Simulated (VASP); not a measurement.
# Tl: single point with PBE

Tl:

```
CELL_PARAMETERS angstrom
3.12942 0.00000 0.00000
-1.56471 2.71016 0.00000
0.00000 0.00000 5.14375
ATOMIC_POSITIONS crystal
Tl 0.33333 0.66667 0.25000
Tl 0.66667 0.33333 0.75000
```

```
Program             : VASP 6.6.1
Task                : single point
Functional          : PBE
Potentials or basis : VASP PAW PBE potentials, release 64 (Tl_d)
Cutoff              : 520 eV
k mesh              : 14 × 14 × 8
Occupations         : fermi-dirac, width 0.05 eV
Spin                : no spin polarisation
```

```yaml
Pressure: 25.9 GPa
Band_gap_on_the_k_mesh: zero (bands 13 and 14 overlap by 7.54 eV)
```

Levels at points of the mesh, in eV from the Fermi level:
```
           k point  band 9  band 10  band 11  band 12  band 13  band 14  band 15  band 16  band 17  band 18
(0.00, 0.00, 0.00)  -11.97   -11.40   -11.40    -5.39    -4.41    10.20    10.20    10.69    11.64    12.08
(0.50, 0.00, 0.00)  -11.32   -11.26    -6.04    -5.41    -0.40     0.09     1.20     4.32     4.48     9.93
(0.00, 0.00, 0.50)  -11.59   -11.59   -10.47   -10.47     3.71     3.71    10.87    10.87    11.27    11.27
(0.50, 0.00, 0.50)  -11.28   -11.28    -4.64    -4.64    -3.37    -3.37     6.67     6.67     7.15     7.15
```

Run time: 24 s on 1 thread of Intel(R) Xeon(R) 6975P-C (Granite Rapids), on a shared host, peak memory 0.21 GiB.

Caveat: the cell stands under pressure; spin-orbit coupling is left out, which moves the levels of the heavy elements.
